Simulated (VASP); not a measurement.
Ca: single point with BLYP

Ca:

```
Ca
1.0
     0.00000    4.45562    4.45562
     4.45562    0.00000    4.45562
     4.45562    4.45562    0.00000
Ca
2
Direct
  0.12500 0.12500 0.12500
  0.87500 0.87500 0.87500
```

This cell differs from its parent crystal: volume scaled by 0.96.

* Program: VASP 6.6.1
* Task: single point
* Functional: BLYP
* Potentials or basis: VASP PAW PBE potentials, release 64 (Ca_sv)
* Cutoff: 520 eV
* k mesh: 7 × 7 × 7
* Occupations: fermi-dirac, width 0.1 eV
* Spin: no spin polarisation

```json
{"Pressure": "0.1 GPa", "Band gap on the k mesh": "zero (band 10 reaches 0.68 eV, above the bottom of band 11 at 0.22 eV)"}
```

Levels at points of the mesh, in eV from the Fermi level:
```
           k point  band 7  band 8  band 9  band 10  band 11  band 12  band 13  band 14
(0.00, 0.00, 0.00)  -24.19  -24.19   -2.87     0.48     0.48     0.48     0.75     0.75
```

It took 53 s on 1 thread of Intel(R) Xeon(R) Platinum 8488C (Sapphire Rapids), on a shared host, peak memory 0.31 GiB.

Caveat: the PAW data sets were made with another functional, which shifts forces and pressure a little.
